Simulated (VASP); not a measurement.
Wanted: the native input for a VASP 6.6.1 run.

* Task: single point
* Functional: PBE
* Potentials or basis: VASP PAW PBE potentials, release 64 (Mg, Zr_sv, N)
* Cutoff: 520 eV
* k mesh: 6 × 6 × 4
* Occupations: gaussian, width 0.1 eV
* Spin: collinear spin, ferromagnetic start
* Starting moments: [0.0, 1.0, 1.0, 0.0] μB
* Dipole correction: no
* Further INCAR settings: ALGO = Normal; EDIFF = 1e-07; NBANDS = 28

The structure of MgZr2N lies in POSCAR:

```
MgZr2N
1.0
    4.5875099212      0.0000000000      0.0000000000
   -2.2937549606      3.9729001319      0.0000000000
    0.0000000000      0.0000000000      3.9011402508
Mg Zr N
1 2 1
Direct
    0.0000000000      0.0000000000      0.0000000000
    0.3333333333      0.6666666667      0.5000000000
    0.6666666667      0.3333333333      0.5000000000
    0.0000000000      0.0000000000      0.5000000000
```

One way to write it, as run:

INCAR

```
PREC = Accurate
ENCUT = 520
EDIFF = 1E-7
ISMEAR = 0
SIGMA = 0.1
LREAL = False
LASPH = True
NELM = 150
ALGO = Normal
ISIF = 2
LWAVE = False
LCHARG = False
ISPIN = 2
MAGMOM = 0 1 1 0
LORBIT = 11
LMAXMIX = 4
GGA = PE
NBANDS = 28
```

KPOINTS

```
Automatic mesh
0
Gamma
  6 6 4
```

Potentials or basis: VASP PAW PBE potentials, release 64 (Mg, Zr_sv, N).

Launch:

```console
$ cat potpaw_PBE.64/Mg/POTCAR potpaw_PBE.64/Zr_sv/POTCAR potpaw_PBE.64/N/POTCAR > POTCAR
$ mpirun -np 1 vasp_std > vasp.out
```

Results of the run:

```json
{
 "Pressure": "0.0 GPa",
 "Net moment": "0.01 μB per cell",
 "Valence electrons inside the program's atomic spheres": "Mg 0.45; Zr 10.01; N 3.62"
}
```

Caveat: the k points lie up to 0.40 Å⁻¹ apart.

It took 52 s on 1 thread of Intel(R) Xeon(R) 6975P-C (Granite Rapids), on a shared host, peak memory 0.25 GiB.
